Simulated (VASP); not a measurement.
Input of a VASP 6.6.1 run:

The input INCAR:

```
SYSTEM = AgB
PREC     = Accurate       ! precision mode
ENCUT    = 520            ! plane-wave cutoff, eV
EDIFF    = 1E-6           ! SCF threshold, eV
ISMEAR   = 0              ! smearing method
SIGMA    = 0.1            ! smearing width, eV
LREAL    = .FALSE.        ! projectors in reciprocal space
LASPH    = .TRUE.         ! aspherical terms in the spheres
NELM     = 100            ! most SCF steps
ALGO     = Normal         ! electronic algorithm
ISIF     = 2              ! what is computed and relaxed
LWAVE    = .FALSE.        ! write WAVECAR
LCHARG   = .TRUE.         ! write CHGCAR
GGA      = PE             ! functional
LELF     = .TRUE.         ! ELF
LVHAR    = .TRUE.       
NBANDS   = 14             ! bands
```

The input KPOINTS:

```
Automatic mesh
0
G
  6 6 4
  0 0 0
```

The input POSCAR:

```
AgB
1.0
    2.9504912700      0.0000000000      0.0000000000
   -1.4752456400      2.5552003900      0.0000000000
    0.0000000000      0.0000000000      3.7636811500
Ag B
1 1
Direct
    0.0000000000      0.0000000000      0.0000000000
    0.0000000000      0.0000000000      0.5000000000
```

Potentials or basis: VASP PAW PBE potentials, release 64 (Ag, B).

Launch:

```sh
$ cat potpaw_PBE.64/Ag/POTCAR potpaw_PBE.64/B/POTCAR > POTCAR
$ mpirun -np 1 vasp_std > vasp.out
```

Problem. What does it give for the pressure?

Solution. 26.9 GPa.

Problem. What does it give for the band gap on the k mesh?

Solution. Zero (band 7 reaches 8.03 eV, above the bottom of band 8 at 5.41 eV).

Stress tensor (GPa, compression positive):
```
-2.30  0.00  0.00
 0.00 -2.30  0.00
 0.00  0.00 85.32
```

Caveat: the k points lie up to 0.42 Å⁻¹ apart.
